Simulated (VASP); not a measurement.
BP:

```
P B
1.0
     0.00000    2.26900    2.26900
     2.26900    0.00000    2.26900
     2.26900    2.26900    0.00000
P B
1 1
Direct
  0.75000 0.75000 0.75000
  0.00000 0.00000 0.00000
```

Program: VASP 6.6.1. Alike in all runs: task single point; potentials or basis VASP PAW PBE potentials, release 64 (P, B); no spin polarisation; cell as given; cutoff (eV) 520.

Question: Order these runs on this cell by their pressure, lowest first.
A. level r2SCAN50; k mesh 5 × 5 × 5; smearing gaussian 0.01 eV; grid for exact exchange (PRECFOCK) Normal
B. level PBE; k mesh 16 × 16 × 16; smearing gaussian 0.05 eV
C. level RPBE; k mesh 10 × 10 × 10; smearing fermi-dirac 0.05 eV
D. level r2SCAN+rVV10; k mesh 10 × 10 × 10; smearing fermi-dirac 0.05 eV
E. level BLYP; k mesh 6 × 6 × 6; smearing fermi-dirac 0.05 eV

Answer: A (-4.9 GPa), D (-1.3 GPa), B (0.9 GPa), C (3.5 GPa), E (6.0 GPa).

Caveats: some runs use coarse meshes; the PAW data sets were made with another functional, which shifts forces and pressure a little (some runs).
